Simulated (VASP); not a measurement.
# Sb in VASP: further runs

Runs on Sb. Level: r2SCAN. Tasks: single point.

All numbers are computed with VASP 6.6.1; they aren't measurements. Logs are shortened: lines on timing, memory, paths and dates and some standing lists are left out, and cuts for length are marked.

### Step 1. The cell of the first run

The cell holds a slab with vacuum, 6 atoms: a = 4.341 Å, b = 4.341 Å, c = 24.240 Å, α = 90.00°, β = 90.00°, γ = 120.00°.

### Step 2. Single point, r2SCAN

POSCAR reads:

```
Sb
1.0
    4.3411347256      0.0000000000      0.0000000000
   -2.1705673628      3.7595329536      0.0000000000
    0.0000000000      0.0000000000     24.2395337062
Sb
6
Direct
    0.3333333333      0.6666666667      0.3094118926
    0.6666666667      0.3333333333      0.3714150732
    0.0000000000      0.0000000000      0.4689984097
    0.3333333333      0.6666666667      0.5310015903
    0.6666666667      0.3333333333      0.6285849268
    0.0000000000      0.0000000000      0.6905881074
```

INCAR.step1 reads:

```
SYSTEM = Sb
PREC = Accurate
ENCUT = 520
ISMEAR = 0
SIGMA = 0.1
LREAL = .FALSE.
LASPH = .TRUE.
NELM = 60
LDIPOL = .TRUE.
IDIPOL = 3
DIPOL = 0.5 0.5 0.500
NBANDS = 24
GGA = PE
ALGO = Normal
EDIFF = 1E-4
LWAVE = .TRUE.
LCHARG = .FALSE.
```

INCAR.step2 reads:

```
SYSTEM = Sb
PREC = Accurate
ENCUT = 520
EDIFF = 1E-7
ISMEAR = 0
SIGMA = 0.1
LREAL = .FALSE.
LASPH = .TRUE.
NELM = 60
ALGO = Normal
ISIF = 2
LWAVE = .FALSE.
LCHARG = .TRUE.
LDIPOL = .TRUE.
IDIPOL = 3
DIPOL = 0.5 0.5 0.500
METAGGA = R2SCAN
LMIXTAU = .TRUE.
LELF = .TRUE.
LVHAR = .TRUE.
LVACPOTAV = .TRUE.
NBANDS = 24
ISTART = 1
```

KPOINTS reads:

```
regular mesh
0
G
  9 9 1
  0 0 0
```

Potentials or basis: VASP PAW PBE potentials, release 64 (Sb).

Launch:

```console
cat potpaw_PBE.64/Sb/POTCAR > POTCAR
cp INCAR.step1 INCAR
mpirun -np 1 vasp_std > vasp.out
cp INCAR.step2 INCAR
mpirun -np 1 vasp_std > vasp.out
```

OUTCAR:

```text
SYSTEM = Sb
   PREC = Accurate
   ENCUT = 520
   EDIFF = 1E-7
   ISMEAR = 0
   LREAL = .FALSE.
   LASPH = .TRUE.
   NELM = 60
   ISIF = 2
   METAGGA = R2SCAN
   ISTART = 1

 ion  position               nearest neighbor table
   1  0.333  0.667  0.309-   2 2.92   2 2.92   2 2.92
   2  0.667  0.333  0.371-   1 2.92   1 2.92   1 2.92   3 3.45   3 3.45   3 3.45
   3  0.000  0.000  0.469-   4 2.92   4 2.92   4 2.92   2 3.45   2 3.45   2 3.45
   4  0.333  0.667  0.531-   3 2.92   3 2.92   3 2.92   5 3.45   5 3.45   5 3.45
   5  0.667  0.333  0.629-   6 2.92   6 2.92   6 2.92   4 3.45   4 3.45   4 3.45
   6  0.000  0.000  0.691-   5 2.92   5 2.92   5 2.92

  LATTYP: Found a hexagonal cell.
 ALAT       =     4.3411347256
 C/A-ratio  =     5.5836861186

  Lattice vectors:

 A1 = (   4.3411347256,   0.0000000000,   0.0000000000)
 A2 = (  -2.1705673628,   3.7595329536,   0.0000000000)
 A3 = (   0.0000000000,   0.0000000000,  24.2395337062)

Analysis of symmetry for initial positions (statically):
=====================================================================
 Subroutine PRICEL returns:
 Original cell was already a primitive cell.

 Routine SETGRP: Setting up the symmetry group for a
 hexagonal supercell.

 Subroutine GETGRP returns: Found 12 space group operations
 (whereof  6 operations were pure point group operations)
 out of a pool of 24 trial point group operations.

The static configuration has the point symmetry C_3v.
 The point group associated with its full space group is D_3d.

Analysis of symmetry for dynamics (positions and initial velocities):
=====================================================================
 Subroutine PRICEL returns:
 Original cell was already a primitive cell.

 Routine SETGRP: Setting up the symmetry group for a
 hexagonal supercell.

 Subroutine GETGRP returns: Found 12 space group operations
 (whereof  6 operations were pure point group operations)
 out of a pool of 24 trial point group operations.

The dynamic configuration has the point symmetry C_3v.
 The point group associated with its full space group is D_3d.

 Subroutine INISYM returns: Found 12 space group operations
 (whereof  6 operations are pure point group operations),
 and found     1 'primitive' translations

----------------------------------------------------------------------------------------

                                     Primitive cell

  volume of cell :     395.6047

  direct lattice vectors                    reciprocal lattice vectors
     4.341134726  0.000000000  0.000000000     0.230354519  0.132995243  0.000000000
    -2.170567363  3.759532954  0.000000000     0.000000000  0.265990487  0.000000000
     0.000000000  0.000000000 24.239533706     0.000000000  0.000000000  0.041254919

  length of vectors
     4.341134726  4.341134726 24.239533706     0.265990487  0.265990487  0.041254919

  position of ions in fractional coordinates (direct lattice)
     0.333333333  0.666666667  0.309411893
     0.666666667  0.333333333  0.371415073
     0.000000000  0.000000000  0.468998410
     0.333333333  0.666666667  0.531001590
     0.666666667  0.333333333  0.628584927
     0.000000000  0.000000000  0.690588107

  ion indices of the primitive-cell ions
   primitive index   ion index
                 1           1
                 2           2
                 3           3
                 4           4
                 5           5
                 6           6

----------------------------------------------------------------------------------------

 KPOINTS: regular mesh

Automatic generation of k-mesh.
 Grid dimensions read from file:
 generate k-points for:    9    9    1

 Generating k-lattice:

  Cartesian coordinates                     Fractional coordinates (reciprocal lattice)
     0.025594947  0.014777249  0.000000000     0.111111111  0.000000000  0.000000000
     0.000000000  0.029554499  0.000000000     0.000000000  0.111111111  0.000000000
     0.000000000  0.000000000  0.041254919     0.000000000  0.000000000  1.000000000

  Length of vectors
     0.029554499  0.029554499  0.041254919

  Shift w.r.t. Gamma in fractional coordinates (k-lattice)
     0.000000000  0.000000000  0.000000000

 Subroutine IBZKPT returns following result:
 ===========================================

 Found     12 irreducible k-points:

 Following reciprocal coordinates:
            Coordinates               Weight
  0.000000  0.000000  0.000000      1.000000
  0.111111 -0.000000  0.000000      6.000000
  0.222222 -0.000000  0.000000      6.000000
  0.333333 -0.000000  0.000000      6.000000
  0.444444 -0.000000  0.000000      6.000000
  0.111111  0.111111  0.000000      6.000000
  0.222222  0.111111  0.000000     12.000000
  0.333333  0.111111  0.000000     12.000000
  0.444444  0.111111  0.000000      6.000000
  0.222222  0.222222  0.000000      6.000000
  0.333333  0.222222  0.000000     12.000000
  0.333333  0.333333  0.000000      2.000000
   k-points           NKPTS =     12   k-points in BZ     NKDIM =     12   number of bands    NBANDS=     24
   number of dos      NEDOS =    301   number of ions     NIONS =      6
   total plane-waves  NPLWV = 184320
   dimension x,y,z NGX =    32 NGY =   32 NGZ =  180
   dimension x,y,z NGXF=    64 NGYF=   64 NGZF=  360
   ions per type =               6
   NGX,Y,Z   is equivalent  to a cutoff of  12.25, 12.25, 12.35 a.u.
   NGXF,Y,Z  is equivalent  to a cutoff of  24.51, 24.51, 24.69 a.u.
 SYSTEM =  Sb
   PREC   = accura    normal or accurate (medium, high low for compatibility)
   ISTART =      1    job   : 0-new  1-cont  2-samecut
   ICHARG =      0    charge: 1-file 2-atom 10-const
   ISPIN  =      1    spin polarized calculation?
   LNONCOLLINEAR =      F non collinear calculations
   LSORBIT =      F    spin-orbit coupling
   LASPH  =      T    aspherical Exc in radial PAW
   ENCUT  =  520.0 eV  38.22 Ry    6.18 a.u.   8.07  8.07 45.07*2*pi/ulx,y,z
   NELM   =     60;   NELMIN=  2; NELMDL=  0     # of ELM steps
   EDIFF  = 0.1E-06   stopping-criterion for ELM
   LREAL  =      F    real-space projection
   EDIFFG = 0.1E-05   stopping-criterion for IOM
   NSW    =      0    number of steps for IOM
   IBRION =     -1    ionic relax: 0-MD 1-quasi-New 2-CG
   NFREE  =      0    steps in history (QN), initial steepest desc. (CG)
   ISIF   =      2    stress and relaxation
   ISYM   =      2    0-nonsym 1-usesym 2-fastsym
   POTIM  = 0.5000    time-step for ionic-motion
   TEBEG  =    0.0;   TEEND  =   0.0 temperature during run
   PSTRESS=    0.0 pullay stress
   NELECT =      30.0000    total number of electrons
   NUPDOWN=      -1.0000    fix difference up-down
   EMIN   =  10.00;   EMAX   =-10.00  energy-range for DOS
   EFERMI =   0.00;   METHOD = LEGACY
   ISMEAR =     0;   SIGMA  =   0.10  broadening in eV -4-tet -1-fermi 0-gaus
   EFERMI_NEDOS =   21; number of points for ismear=-14 and -15
   IALGO  =     38    algorithm
   IMIX   =      4    mixing-type and parameters
     AMIX     =   0.40;   BMIX     =  1.00
     AMIX_MAG =   1.60;   BMIX_MAG =  1.00
  volume/ion in A,a.u.               =      65.93       444.95
  Fermi-wavevector in a.u.,A,eV,Ry     =   0.692939  1.309464  6.533027  0.480164
  Thomas-Fermi vector in A             =   1.775012
   LORBIT       =      0    0 simple, 1 ext, 2 COOP (PROOUT), +10 PAW based schemes
   METAGGA = R2SCAN    functional components
   LHFCALC =     F    Hartree Fock is set to
   AEXX    =    0.0000 exact exchange contribution
   IVDW    =     0    specifies the selected vdW correction
   LEPSILON=     F    determine dielectric tensor
   LRPA    =     F    only Hartree local field effects (RPA)
 non-spin polarized calculation
 Gauss-broadening in eV      SIGMA  =   0.10
  energy-cutoff  :      520.00
  volume of cell :      395.60
 maximum number of plane-waves:     10686
   NGX = 17   NGY = 17   NGZ = 91

 number of electron      30.0000000 magnetization

 dipolmoment           0.000000      0.000000      0.000000 electrons x Angstroem

 Free energy of the ion-electron system (eV)
  ---------------------------------------------------
  ext. energy  EPLUGINS =         0.00000000
  ---------------------------------------------------
  free energy    TOTEN  =      -153.86830986 eV

  energy without entropy =     -153.86548460  energy(sigma->0) =     -153.86689723

 E-fermi :   0.8954     XC(G=0):  -5.1430

 val. band max:        0.8201856780   @ k =   0.0000   0.0000   0.0000
 cond. band min:       1.2047026820   @ k =   0.4444  -0.0000   0.0000
 fundamental gap:      0.3845170040
 Fermi energy:         0.8953770023

 k-point     1 :       0.0000    0.0000    0.0000
  band No.  band energies     occupation
      1     -11.9037      2.00000
      2     -11.4314      2.00000
      3     -10.9153      2.00000
      4      -7.4547      2.00000
      5      -6.1246      2.00000
      6      -4.7282      2.00000
[... 16 lines left out ...]
     23       3.3032      0.00000
     24       3.3032      0.00000

 k-point     2 :       0.1111   -0.0000    0.0000
  band No.  band energies     occupation
      1     -11.7782      2.00000
      2     -11.3101      2.00000
      3     -10.8001      2.00000
      4      -7.4183      2.00000
      5      -6.1832      2.00000
      6      -5.0215      2.00000
[... 16 lines left out ...]
     23       3.5825      0.00000
     24       3.7306      0.00000

 k-point     3 :       0.2222   -0.0000    0.0000
  band No.  band energies     occupation
      1     -11.4066      2.00000
      2     -10.9537      2.00000
      3     -10.4670      2.00000
      4      -7.3972      2.00000
      5      -6.4873      2.00000
      6      -5.8210      2.00000
[... 16 lines left out ...]
     23       4.1992      0.00000
     24       4.7468      0.00000

 k-point     4 :       0.3333   -0.0000    0.0000
  band No.  band energies     occupation
      1     -10.8093      2.00000
      2     -10.3960      2.00000
      3      -9.9748      2.00000
      4      -7.7213      2.00000
      5      -7.1794      2.00000
      6      -6.7354      2.00000
[... 16 lines left out ...]
     23       4.8232      0.00000
     24       5.5497      0.00000

 k-point     5 :       0.4444   -0.0000    0.0000
  band No.  band energies     occupation
      1     -10.0644      2.00000
      2      -9.7832      2.00000
      3      -9.6035      2.00000
      4      -8.4216      2.00000
      5      -7.8864      2.00000
      6      -7.4283      2.00000
[... 16 lines left out ...]
     23       5.1681      0.00000
     24       5.5728      0.00000

 k-point     6 :       0.1111    0.1111    0.0000
  band No.  band energies     occupation
      1     -11.5295      2.00000
      2     -11.0709      2.00000
      3     -10.5753      2.00000
      4      -7.3843      2.00000
      5      -6.3609      2.00000
      6      -5.5792      2.00000
[... 16 lines left out ...]
     23       3.9922      0.00000
     24       4.3218      0.00000

 k-point     7 :       0.2222    0.1111    0.0000
  band No.  band energies     occupation
      1     -11.0427      2.00000
      2     -10.6095      2.00000
      3     -10.1536      2.00000
      4      -7.4982      2.00000
      5      -6.8736      2.00000
      6      -6.4755      2.00000
[... 16 lines left out ...]
     23       4.3375      0.00000
     24       5.2421      0.00000

 k-point     8 :       0.3333    0.1111    0.0000
  band No.  band energies     occupation
      1     -10.3543      2.00000
      2      -9.9886      2.00000
      3      -9.6499      2.00000
      4      -8.0751      2.00000
      5      -7.6314      2.00000
      6      -7.2939      2.00000
[... 16 lines left out ...]
     23       4.6551      0.00000
     24       5.7701      0.00000

 k-point     9 :       0.4444    0.1111    0.0000
  band No.  band energies     occupation
      1      -9.6763      2.00000
      2      -9.6014      2.00000
      3      -9.5491      2.00000
      4      -8.5634      2.00000
      5      -8.0797      2.00000
      6      -7.7180      2.00000
[... 16 lines left out ...]
     23       4.7465      0.00000
     24       5.7737      0.00000

 k-point    10 :       0.2222    0.2222    0.0000
  band No.  band energies     occupation
      1     -10.4559      2.00000
      2     -10.0668      2.00000
      3      -9.6811      2.00000
      4      -7.8211      2.00000
      5      -7.5010      2.00000
      6      -7.3457      2.00000
[... 16 lines left out ...]
     23       5.1413      0.00000
     24       5.3529      0.00000

 k-point    11 :       0.3333    0.2222    0.0000
  band No.  band energies     occupation
      1      -9.7069      2.00000
      2      -9.4341      2.00000
      3      -9.2494      2.00000
      4      -8.4478      2.00000
      5      -8.1729      2.00000
      6      -8.0506      2.00000
[... 16 lines left out ...]
     23       5.1336      0.00000
     24       5.7013      0.00000

 k-point    12 :       0.3333    0.3333    0.0000
  band No.  band energies     occupation
      1      -8.9371      2.00000
      2      -8.9371      2.00000
      3      -8.9366      2.00000
      4      -8.9032      2.00000
      5      -8.6751      2.00000
      6      -8.6751      2.00000
[... 16 lines left out ...]
     23       5.5403      0.00000
     24       5.8050      0.00000

------------------------ aborting loop because EDIFF is reached ----------------------------------------

  FORCE on cell =-STRESS in cart. coord.  units (eV):
  Direction    XX          YY          ZZ          XY          YZ          ZX
  --------------------------------------------------------------------------------------
  -------------------------------------------------------------------------------------
  Total       -1.8852524     -1.8852524      0.3162836      0.0000000      0.0000000      0.0000000
  in kB       -7.6351693     -7.6351693      1.2809314      0.0000000      0.0000000      0.0000000
  external PRESSURE =      -4.6631358 kB  Pullay stress =       0.0000000 kB

 VOLUME and BASIS-vectors are now :
 -----------------------------------------------------------------------------
  energy-cutoff  :      520.00
  volume of cell :      395.60
      direct lattice vectors                 reciprocal lattice vectors
     4.341134726  0.000000000  0.000000000     0.230354519  0.132995243  0.000000000
    -2.170567363  3.759532954  0.000000000     0.000000000  0.265990487  0.000000000
     0.000000000  0.000000000 24.239533706     0.000000000  0.000000000  0.041254919

 POSITION                                       TOTAL-FORCE (eV/Angst)
 -----------------------------------------------------------------------------------
     -0.00000      2.50636      7.50000         0.000000     -0.000000     -0.100360
      2.17057      1.25318      9.00293         0.000000     -0.000000      0.095092
      0.00000      0.00000     11.36830         0.000000     -0.000000     -0.000181
     -0.00000      2.50636     12.87123        -0.000000      0.000000      0.000181
      2.17057      1.25318     15.23661        -0.000000      0.000000     -0.095092
      0.00000      0.00000     16.73953        -0.000000     -0.000000      0.100360
 -----------------------------------------------------------------------------------
    total drift:                               -0.000002      0.000001     -0.000002

  FREE ENERGIE OF THE ION-ELECTRON SYSTEM (eV)
  ---------------------------------------------------
  free  energy   TOTEN  =      -153.8683098564 eV

  energy  without entropy=     -153.8654845983  energy(sigma->0) =     -153.86689723

 vacuum level on the upper side and lower side of the slab         5.288         5.288
```

It took 5.4 min on 1 thread of Intel Xeon 6975P-C (Granite Rapids), shared host; peak memory 0.51 GiB.

Results:

| Property | Result |
| --- | --- |
| Free energy | -153.8683 eV |
| Largest force | 0.100 eV/Å |
| Band gap on the k mesh | zero (filled and empty bands touch) |

Forces on the atoms (eV/Å):
```
Sb   0.000  0.000 -0.100
Sb   0.000  0.000  0.095
Sb   0.000  0.000  0.000
Sb   0.000  0.000  0.000
Sb   0.000  0.000 -0.095
Sb   0.000  0.000  0.100
```

Caveat: the PAW data sets were made with another functional, which shifts forces and pressure a little; spin-orbit coupling is left out, which moves the levels of the heavy elements.

### Step 3. Single point, r2SCAN

POSCAR reads:

```
Sb
1.0
    4.3411347256      0.0000000000      0.0000000000
   -2.1705673628      3.7595329536      0.0000000000
    0.0000000000      0.0000000000     24.2395337062
Sb
6
Direct
    0.3333333333      0.6666666667      0.3088967120
    0.6666666667      0.3333333333      0.3711424891
    0.0000000000      0.0000000000      0.4691463042
    0.3333333333      0.6666666667      0.5308532591
    0.6666666667      0.3333333333      0.6288576628
    0.0000000000      0.0000000000      0.6911035728
```

INCAR.step1 reads:

```
SYSTEM = Sb
ALGO = Normal
DIPOL = 0.5 0.5 0.500
EDIFF = 1E-4
ENCUT = 520
GGA = PE
IDIPOL = 3
ISMEAR = 0
LASPH = .True.
LCHARG = .False.
LDIPOL = .True.
LREAL = .False.
LWAVE = .True.
NBANDS = 24
NELM = 100
PREC = Accurate
SIGMA = 0.1
```

INCAR.step2 reads:

```
SYSTEM = Sb
ALGO = Normal
DIPOL = 0.5 0.5 0.500
EDIFF = 1E-6
ENCUT = 520
IDIPOL = 3
ISIF = 2
ISMEAR = 0
ISTART = 1
LASPH = .True.
LCHARG = .False.
LDIPOL = .True.
LMIXTAU = .True.
LREAL = .False.
LWAVE = .False.
METAGGA = R2SCAN
NBANDS = 24
NELM = 100
PREC = Accurate
SIGMA = 0.1
```

KPOINTS reads:

```
k-points
0
Gamma
  9 9 1
  0 0 0
```

Potentials or basis: VASP PAW PBE potentials, release 64 (Sb).

Launch:

```console
cat potpaw_PBE.64/Sb/POTCAR > POTCAR
cp INCAR.step1 INCAR
mpirun -np 1 vasp_std > vasp.out
cp INCAR.step2 INCAR
mpirun -np 1 vasp_std > vasp.out
```

Run time: 4.2 min. Hardware: 1 thread of Intel Xeon 6975P-C (Granite Rapids), shared host; peak memory 0.5 GiB.

The run converged. Its results:

```
Free energy   : -153.8690 eV
Largest force : 0.059 eV/Å
```

Forces in eV/Å, atoms in the order of the input:
```
Sb   0.000  0.000 -0.055
Sb   0.000  0.000  0.059
Sb   0.000  0.000 -0.055
Sb   0.000  0.000  0.055
Sb   0.000  0.000 -0.059
Sb   0.000  0.000  0.055
```

Levels at points of the mesh, in eV from the Fermi level:
```
           k point  band 13  band 14  band 15  band 16  band 17  band 18
(0.00, 0.00, 0.00)    -1.39    -0.81    -0.12    -0.07     0.79     0.79
```

Caveat: the PAW data sets were made with another functional, which shifts forces and pressure a little; spin-orbit coupling is left out, which moves the levels of the heavy elements.

The gap in the log of VASP goes by the Fermi energy; the results here count the filled bands.